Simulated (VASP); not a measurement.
# HfZrS4 (C2/m) in VASP: single point with LDA

Aim: the single point of HfZrS4 with LDA.

Program: VASP 6.6.1. These are calculated values, not measurements. Logs are shortened: lines on timing, memory, paths and dates and some standing lists are left out, and cuts for length are marked.

## Step 1: The cell of the first run

Symmetry: C2/m, No. 12, monoclinic system. The conventional cell has a = 14.996 Å, b = 3.669 Å, c = 6.352 Å, α = 90.00°, β = 115.03°, γ = 90.00°. Zr (site symmetry 2/m) has 6 S at 2.57 to 2.58 Å within 3.4 Å. Hf (site symmetry 2/m) has 6 S at 2.55 to 2.56 Å within 3.4 Å. Within 3.4 Å of S (site symmetry m) lie 2 Hf at 2.56 Å and 1 Zr at 2.58 Å. Within 3.4 Å of S (site symmetry m) lie 1 Hf at 2.55 Å and 2 Zr at 2.57 Å.

## Step 2: Single point, LDA

POSCAR reads:

```
HfZrS4
1.0
    7.4972180752     -1.8343953802      0.1148566752
    7.4972180752      1.8343953802      0.1148566752
   -2.7756876875      0.0000000000      5.7133351124
Zr Hf S
1 1 4
Direct
    0.5000000000      0.5000000000      0.5000000000
    0.0000000000      0.0000000000      0.0000000000
    0.3935514477      0.3935514477      0.0580349649
    0.8933470148      0.8933470148      0.5623110917
    0.6064485523      0.6064485523      0.9419650351
    0.1066529852      0.1066529852      0.4376889083
```

INCAR.step1 reads:

```
PREC = Accurate
ENCUT = 520
EDIFF = 1E-7
ISMEAR = 0
SIGMA = 0.02
LREAL = F
LASPH = T
NELM = 60
ALGO = Normal
ISIF = 2
LWAVE = F
LCHARG = T
LMAXMIX = 4
NBANDS = 32
```

KPOINTS.step1 reads:

```
Automatic mesh
0
Gamma
  8 8 6
```

INCAR.step2 reads:

```
PREC = Accurate
ENCUT = 520
EDIFF = 1E-7
ISMEAR = -5
SIGMA = 0.02
LREAL = F
LASPH = T
NELM = 60
ALGO = Normal
ISIF = 2
LWAVE = F
LCHARG = F
LMAXMIX = 4
LORBIT = 11
NBANDS = 32
NEDOS = 1001
ICHARG = 11
```

KPOINTS.step2 reads:

```
Automatic mesh
0
Gamma
  12 12 9
```

Potentials or basis: VASP PAW LDA potentials, release 64 (Zr_sv, Hf_pv, S).

The run is started by

```bash
> cat potpaw_LDA.64/Zr_sv/POTCAR potpaw_LDA.64/Hf_pv/POTCAR potpaw_LDA.64/S/POTCAR > POTCAR
> cp INCAR.step1 INCAR
> cp KPOINTS.step1 KPOINTS
> mpirun -np 1 vasp_std > vasp.out
> cp INCAR.step2 INCAR
> cp KPOINTS.step2 KPOINTS
> mpirun -np 1 vasp_std > vasp.out
```

OUTCAR:

```text
PREC = Accurate
   ENCUT = 520
   EDIFF = 1E-7
   ISMEAR = -5
   LREAL = F
   LASPH = T
   NELM = 60
   ISIF = 2
   LORBIT = 11
   ICHARG = 11

 ion  position               nearest neighbor table
   1  0.500  0.500  0.500-   6 2.57   6 2.57   4 2.57   4 2.57   3 2.58   5 2.58   2 3.67   2 3.67
                             2 3.67   2 3.67
   2  0.000  0.000  0.000-   4 2.55   6 2.55   5 2.56   5 2.56   3 2.56   3 2.56   1 3.67   1 3.67
                             1 3.67   1 3.67
   3  0.394  0.394  0.058-   2 2.56   2 2.56   1 2.58
   4  0.893  0.893  0.562-   2 2.55   1 2.57   1 2.57
   5  0.606  0.606  0.942-   2 2.56   2 2.56   1 2.58
   6  0.107  0.107  0.438-   2 2.55   1 2.57   1 2.57

  LATTYP: Found a base centered monoclinic cell.
 ALAT       =    14.9961956406
 B/A-ratio  =     0.2446480993
 C/A-ratio  =     0.4235674617
 COS(beta)  =    -0.4231559551

  Lattice vectors:

 A1 = (   7.4972180752,  -1.8343953802,   0.1148566752)
 A2 = (   7.4972180752,   1.8343953802,   0.1148566752)
 A3 = (  -2.7756876875,   0.0000000000,   5.7133351124)

Analysis of symmetry for initial positions (statically):
=====================================================================
 Subroutine PRICEL returns:
 Original cell was already a primitive cell.

 Routine SETGRP: Setting up the symmetry group for a
 base centered monoclinic supercell.

 Subroutine GETGRP returns: Found  4 space group operations
 (whereof  4 operations were pure point group operations)
 out of a pool of  4 trial point group operations.

The static configuration has the point symmetry C_2h.

Analysis of symmetry for dynamics (positions and initial velocities):
=====================================================================
 Subroutine PRICEL returns:
 Original cell was already a primitive cell.

 Routine SETGRP: Setting up the symmetry group for a
 base centered monoclinic supercell.

 Subroutine GETGRP returns: Found  4 space group operations
 (whereof  4 operations were pure point group operations)
 out of a pool of  4 trial point group operations.

The dynamic configuration has the point symmetry C_2h.

 Subroutine INISYM returns: Found  4 space group operations
 (whereof  4 operations are pure point group operations),
 and found     1 'primitive' translations

----------------------------------------------------------------------------------------

                                     Primitive cell

  volume of cell :     158.3191

  direct lattice vectors                    reciprocal lattice vectors
     7.497218075 -1.834395380  0.114856675     0.066198700 -0.272569374  0.032161060
     7.497218075  1.834395380  0.114856675     0.066198700  0.272569374  0.032161060
    -2.775687688  0.000000000  5.713335112    -0.002661620  0.000000000  0.173736033

  length of vectors
     7.719227768  7.719227768  6.351900522     0.282330773  0.282330773  0.173756419

  position of ions in fractional coordinates (direct lattice)
     0.500000000  0.500000000  0.500000000
     0.000000000  0.000000000  0.000000000
     0.393551448  0.393551448  0.058034965
     0.893347015  0.893347015  0.562311092
     0.606448552  0.606448552  0.941965035
     0.106652985  0.106652985  0.437688908

  ion indices of the primitive-cell ions
   primitive index   ion index
                 1           1
                 2           2
                 3           3
                 4           4
                 5           5
                 6           6

----------------------------------------------------------------------------------------

 KPOINTS: Automatic mesh

Automatic generation of k-mesh.
 Grid dimensions read from file:
 generate k-points for:   12   12    9

 Generating k-lattice:

  Cartesian coordinates                     Fractional coordinates (reciprocal lattice)
     0.005516558 -0.022714114  0.002680088     0.083333333 -0.000000000  0.000000000
     0.005516558  0.022714114  0.002680088    -0.000000000  0.083333333  0.000000000
    -0.000295736  0.000000000  0.019304004     0.000000000  0.000000000  0.111111111

  Length of vectors
     0.023527564  0.023527564  0.019306269

  Shift w.r.t. Gamma in fractional coordinates (k-lattice)
     0.000000000  0.000000000  0.000000000

 TETIRR: Found   1950 inequivalent tetrahedra from     7776

 Subroutine IBZKPT returns following result:
 ===========================================

 Found    355 irreducible k-points:

 Following reciprocal coordinates:
            Coordinates               Weight
  0.000000  0.000000  0.000000      1.000000
  0.083333  0.000000  0.000000      4.000000
  0.166667 -0.000000 -0.000000      4.000000
  0.250000  0.000000 -0.000000      4.000000
  0.333333  0.000000 -0.000000      4.000000
  0.416667 -0.000000 -0.000000      4.000000
[... 16 lines left out ...]
  0.500000  0.166667 -0.000000      4.000000
 -0.416667  0.166667  0.000000      4.000000
 [... further k-points ...]
   k-points           NKPTS =    355   k-points in BZ     NKDIM =    355   number of bands    NBANDS=     32
   number of dos      NEDOS =   1001   number of ions     NIONS =      6
   total plane-waves  NPLWV = 172800
   dimension x,y,z NGX =    60 NGY =   60 NGZ =   48
   dimension x,y,z NGXF=   120 NGYF=  120 NGZF=   96
   ions per type =               1   1   4
   NGX,Y,Z   is equivalent  to a cutoff of  12.92, 12.92, 12.56 a.u.
   NGXF,Y,Z  is equivalent  to a cutoff of  25.84, 25.84, 25.13 a.u.
 SYSTEM =  unknown system
   PREC   = accura    normal or accurate (medium, high low for compatibility)
   ISTART =      0    job   : 0-new  1-cont  2-samecut
   ICHARG =     11    charge: 1-file 2-atom 10-const
   ISPIN  =      1    spin polarized calculation?
   LNONCOLLINEAR =      F non collinear calculations
   LSORBIT =      F    spin-orbit coupling
   LASPH  =      T    aspherical Exc in radial PAW
   ENCUT  =  520.0 eV  38.22 Ry    6.18 a.u.  14.35 14.35 11.81*2*pi/ulx,y,z
   NELM   =     60;   NELMIN=  2; NELMDL=  0     # of ELM steps
   EDIFF  = 0.1E-06   stopping-criterion for ELM
   LREAL  =      F    real-space projection
   EDIFFG = 0.1E-05   stopping-criterion for IOM
   NSW    =      0    number of steps for IOM
   IBRION =     -1    ionic relax: 0-MD 1-quasi-New 2-CG
   NFREE  =      0    steps in history (QN), initial steepest desc. (CG)
   ISIF   =      2    stress and relaxation
   ISYM   =      2    0-nonsym 1-usesym 2-fastsym
   POTIM  = 0.5000    time-step for ionic-motion
   TEBEG  =    0.0;   TEEND  =   0.0 temperature during run
   PSTRESS=    0.0 pullay stress
   NELECT =      46.0000    total number of electrons
   NUPDOWN=      -1.0000    fix difference up-down
   EMIN   =  10.00;   EMAX   =-10.00  energy-range for DOS
   EFERMI =   0.00;   METHOD = LEGACY
   ISMEAR =    -5;   SIGMA  =   0.02  broadening in eV -4-tet -1-fermi 0-gaus
   EFERMI_NEDOS =   21; number of points for ismear=-14 and -15
   IALGO  =     38    algorithm
   IMIX   =      4    mixing-type and parameters
     AMIX     =   0.40;   BMIX     =  1.00
     AMIX_MAG =   1.60;   BMIX_MAG =  1.00
  volume/ion in A,a.u.               =      26.39       178.06
  Fermi-wavevector in a.u.,A,eV,Ry     =   1.084301  2.049031 15.996477  1.175708
  Thomas-Fermi vector in A             =   2.220387
   LORBIT       =     11    0 simple, 1 ext, 2 COOP (PROOUT), +10 PAW based schemes
   GGA     = CA    functional components
   LHFCALC =     F    Hartree Fock is set to
   AEXX    =    0.0000 exact exchange contribution
   IVDW    =     0    specifies the selected vdW correction
   LEPSILON=     F    determine dielectric tensor
   LRPA    =     F    only Hartree local field effects (RPA)
 non-spin polarized calculation
 Fermi weights with tetrahedron method with Bloechl corrections
  energy-cutoff  :      520.00
  volume of cell :      158.32
 maximum number of plane-waves:      4291
 NGX is ok and might be reduce to    60

 number of electron      46.0000000 magnetization

 Free energy of the ion-electron system (eV)
  ---------------------------------------------------
  ext. energy  EPLUGINS =         0.00000000
  ---------------------------------------------------
  free energy    TOTEN  =       -47.95293926 eV

  energy without entropy =      -47.95293926  energy(sigma->0) =      -47.95293926

 E-fermi :   2.2223     XC(G=0):  -9.0278

 val. band max:        2.2031065945   @ k =   0.0000   0.0000   0.0000
 cond. band min:       3.2259876819   @ k =   0.0000   0.0000   0.0000
 fundamental gap:      1.0228810874
 Fermi energy:         2.2223161617

 k-point     1 :       0.0000    0.0000    0.0000
  band No.  band energies     occupation
      1     -46.4460      2.00000
      2     -28.3124      2.00000
      3     -28.2982      2.00000
      4     -28.2373      2.00000
      5     -24.6491      2.00000
      6     -24.6374      2.00000
[... 24 lines left out ...]
     31       7.4832      0.00000
     32       7.5172      0.00000

 k-point     2 :       0.0833    0.0000    0.0000
  band No.  band energies     occupation
      1     -46.4453      2.00000
      2     -28.3110      2.00000
      3     -28.2974      2.00000
      4     -28.2455      2.00000
      5     -24.6474      2.00000
      6     -24.6360      2.00000
[... 24 lines left out ...]
     31       7.4050      0.00000
     32       7.5746      0.00000
[... 733 lines left out ...]
     31       7.1741      0.00000
     32       7.7252      0.00000

 k-point    24 :      -0.4167    0.1667    0.0000
  band No.  band energies     occupation
      1     -46.4369      2.00000
      2     -28.3510      2.00000
      3     -28.2941      2.00000
      4     -28.2855      2.00000
      5     -24.7201      2.00000
      6     -24.6321      2.00000
[... 24 lines left out ...]
     31       7.4334      0.00000
     32       7.6640      0.00000

 [... further k-points ...]
[... 5 lines left out ...]
  --------------------------------------------------------------------------------------
  -------------------------------------------------------------------------------------
  Total       -4.0004692     -5.0170924     -4.7451877      0.0000000      0.0000000      0.4678656
  in kB      -40.4844581    -50.7726107    -48.0209549      0.0000000      0.0000000      4.7347661
  external PRESSURE =     -46.4260079 kB  Pullay stress =       0.0000000 kB

 VOLUME and BASIS-vectors are now :
 -----------------------------------------------------------------------------
  energy-cutoff  :      520.00
  volume of cell :      158.32
      direct lattice vectors                 reciprocal lattice vectors
     7.497218075 -1.834395380  0.114856675     0.066198700 -0.272569374  0.032161060
     7.497218075  1.834395380  0.114856675     0.066198700  0.272569374  0.032161060
    -2.775687688  0.000000000  5.713335112    -0.002661620  0.000000000  0.173736033

 POSITION                                       TOTAL-FORCE (eV/Angst)
 -----------------------------------------------------------------------------------
      6.10937      0.00000      2.97152         0.000000      0.000000      0.000000
      0.00000      0.00000      0.00000         0.000000      0.000000      0.000000
      5.74000      0.00000      0.42198         0.483738      0.000000      0.163010
     11.83443      0.00000      3.41789         0.387775      0.000000      0.263798
      6.47875      0.00000      5.52107        -0.483738      0.000000     -0.163010
      0.38431      0.00000      2.52516        -0.387775      0.000000     -0.263798
 -----------------------------------------------------------------------------------
    total drift:                                0.000000      0.000000      0.000000

  FREE ENERGIE OF THE ION-ELECTRON SYSTEM (eV)
  ---------------------------------------------------
  free  energy   TOTEN  =       -47.9529392609 eV

  energy  without entropy=      -47.9529392609  energy(sigma->0) =      -47.95293926

 total charge

# of ion       s       p       d       tot
------------------------------------------
    1        2.176   6.020   1.449   9.646
    2        0.311   6.513   1.453   8.277
    3        1.341   2.399   0.000   3.739
    4        1.342   2.396   0.000   3.738
    5        1.341   2.399   0.000   3.739
    6        1.342   2.396   0.000   3.738
--------------------------------------------------
tot          7.852  22.122   2.902  32.877
```

It took 60 min on 1 thread of Oxide Virtual Turin-like, shared host; peak memory 1.5 GiB.

What came out:

```
Valence electrons inside the program's atomic spheres : Zr 9.65; Hf 8.28; S 3.74
```

Levels at points of the mesh, in eV from the valence-band top:
```tsv
k point	band 21	band 22	band 23	band 24	band 25	band 26
(0.00, 0.00, 0.00)	-0.46	0.00	0.00	1.02	1.71	1.75
(0.50, 0.00, 0.00)	-1.95	-1.19	-1.08	2.11	2.50	2.63
(0.50, 0.50, 0.00)	-1.03	-0.02	-0.02	1.13	1.70	1.75
```

Caveat: spin-orbit coupling is left out, which moves the levels of the heavy elements.
